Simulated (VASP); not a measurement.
Runs of VASP 6.6.1 on Mg7Fe. The structure is that of space group P-6m2 (No. 187), or close to it. The cells are those of the table. 

| cell | gap on the mesh (eV) | pressure (GPa) | moment (μB) | largest force (eV/Å) |
| --- | --- | --- | --- | --- |
| a = 6.089, b = 6.089, c = 4.876 Å, angles 90.0, 90.0, 120.0°, 8 atoms | none | (b) | 2.38 | 0.17 |
| a = 6.047, b = 6.047, c = 4.843 Å, angles 90.0, 90.0, 120.0°, 8 atoms | none | 3.6 | 2.34 | 0.19 |
| a = 6.130, b = 6.130, c = 4.909 Å, angles 90.0, 90.0, 120.0°, 8 atoms | none | (c) | 2.40 | 0.15 |
| a = 6.005, b = 6.005, c = 4.809 Å, angles 90.0, 90.0, 120.0°, 8 atoms | none | 4.8 | (a) | 0.21 |

Alike in all rows: task single point; level PBE; potentials or basis VASP PAW PBE potentials, release 64 (Fe, Mg); spin collinear, ferromagnetic start; k mesh 5 × 5 × 6; cutoff (eV) 520; smearing fermi-dirac 0.05 eV.

Fill in the values left out.

(a) 2.31; (b) 2.4; (c) 1.4.

Caveats: the cell stands under pressure (at least some runs).

A gap of «none» marks levels without a gap at the run's occupations.
